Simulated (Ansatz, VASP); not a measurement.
GaB: VASP beside Ansatz

```
Ga B
1.0
     2.71824    0.00000    0.00000
     0.00000    2.71824    0.00000
     0.00000    0.00000    3.23621
Ga B
1 1
Direct
  0.50000 0.50000 0.50000
  0.00000 0.00000 0.00000
```

Alike in both runs: task relaxation of cell and atoms; functional PBE; k mesh 10 × 10 × 8; occupations fermi-dirac, width 0.05 eV; no spin polarisation.

|  | VASP | Ansatz |
| --- | --- | --- |
| version | VASP 6.6.1 | Ansatz 0.2.0 |
| potentials or method | VASP PAW PBE potentials, release 64 (Ga_d, B) | Ansatz PAW |
| plane-wave cutoff (eV) | 600 | 420 |
| valence electrons in the cell | 16 | 16 |

VASP gave:

| Property | Result |
| --- | --- |
| gap on the k mesh at the Fermi level, each at its own relaxed structure (eV) | none |
| relaxed volume (Å³/atom) | 11.99 |
| relaxed cell length with the largest relative difference (Å) | 2.729 |

Which values does Ansatz return?

gap on the k mesh at the Fermi level, each at its own relaxed structure (eV): none; relaxed volume (Å³/atom): 11.95; relaxed cell length with the largest relative difference (Å): 2.725.

A gap of «none» marks a metal or a gap that the smearing closes.

Noted on Ansatz's run: the plane-wave basis is chosen anew once the cell has moved, so the energies of steps on either side of that aren't comparable.
